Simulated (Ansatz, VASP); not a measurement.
## BN in VASP and in Ansatz

Contents of INCAR:

```
ALGO = Normal ; EDIFF = 1E-7
ENCUT = 520 ; GGA = PS
ISIF = 2 ; ISMEAR = -1
LASPH = True ; LCHARG = False
LREAL = False ; LWAVE = False
NBANDS = 11 ; NELM = 80
PREC = Accurate ; SIGMA = 0.03
```

KPOINTS

```
k-points
0
Gamma
  13 13 13
```

Contents of POSCAR:

```
BN
1.0
    0.0000000000      1.8312856224      1.8312856224
    1.8312856224      0.0000000000      1.8312856224
    1.8312856224      1.8312856224      0.0000000000
B N
1 1
Direct
    0.0000000000      0.0000000000      0.0000000000
    0.7500000000      0.7500000000      0.7500000000
```

Input for Ansatz:

```yaml
crystal:
  lattice:
    - [0.0, 1.8312856224, 1.8312856224]
    - [1.8312856224, 0.0, 1.8312856224]
    - [1.8312856224, 1.8312856224, 0.0]
  atoms:
    - { symbol: B, position: [0.0, 0.0, 0.0] }
    - { symbol: "N", position: [0.75, 0.75, 0.75] }
kpoints:
  mp_grid: { grid: [13, 13, 13] }
  band_path:
    path:
      - [0.0, 0.0, 0.0]
      - [-0.5, -0.5, 0.0]
      - [-0.375, -0.375, 0.25]
      - [-0.375, 0.0, 0.375]
      - [0.0, 0.0, 0.0]
      - [0.0, 0.0, 0.5]
      - [-0.5, -0.25, 0.25]
      - [-0.5, -0.5, 0.0]
    npoints: 5
scf:
  occupations: { method: fermi_dirac, width: 0.03 }
hamiltonian:
  xc: pbesol
  pseudopotentials: { kind: all_electron, lapw: { basis_error: 0.001 } }
output:
  forces: true
  stress: true
  eigenvalues: true
```

Change from the starting cell: volume scaled by 1.04.

Alike in both runs: task single point; functional PBEsol; k mesh 13 × 13 × 13; occupations fermi-dirac, width 0.03 eV; no spin polarisation.

|  | VASP | Ansatz |
| --- | --- | --- |
| version | VASP 6.6.1 | Ansatz 0.2.0 |
| potentials or method | VASP PAW PBE potentials, release 64 (B, N), cutoff 520 eV | all-electron LAPW, scalar-relativistic |

Ansatz gave:

| Item | Value |
| --- | --- |
| gap on the k mesh at the Fermi level (eV) | 4.31 |
| pressure (GPa) | -16.6 |

Task: Which values does VASP return?

Result: gap on the k mesh at the Fermi level (eV): 4.31; pressure (GPa): -16.2.

VASP's potentials were made for PBE, not for PBEsol. Ansatz ran all-electron here, and VASP with PAW potentials.
